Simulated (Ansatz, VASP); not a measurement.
# One calculation of C, two programs

```xyz
8
Lattice="3.5668 0.0000 0.0000 0.0000 -3.5668 0.0000 0.0000 0.0000 -3.5668" Properties=species:S:1:pos:R:3 pbc="T T T"
C     1.9736    0.2305    0.2698
C    -0.0087   -1.6721   -0.1206
C    -0.0319    0.0516   -1.8435
C     1.7392   -2.0764   -1.7057
C     2.7979   -2.6676   -2.7512
C     0.9999   -0.8315   -2.7053
C     0.4903   -2.7915   -0.9997
C     2.7401   -0.9434   -0.8442
```

Change from the starting cell: all atoms moved at random (sigma 0.15 Å a component).

Alike in both runs: task single point; functional LDA; k mesh 6 × 6 × 6; occupations gaussian, width 0.05 eV; no spin polarisation.

```csv
,VASP,Ansatz
version,VASP 6.6.1,Ansatz 0.2.0
potentials or method,"VASP PAW LDA potentials, release 64 (C), cutoff 520 eV","scalar-relativistic, plane waves, PAW"
valence electrons in the cell,32,32
```

```tsv
	VASP	Ansatz	Ansatz less VASP
gap on the k mesh at the Fermi level (eV)	0.19	0.19	+0.002
least direct gap on the mesh (eV)	0.19	0.19	+0.002
rms of the force components (eV/Å)	8.451	8.421	-0.0298
```

LDA's correlation is that of Perdew and Zunger in VASP and of Perdew and Wang (1992) in Ansatz. Atom by atom the forces differ by 0.037 eV/Å (rms over components).
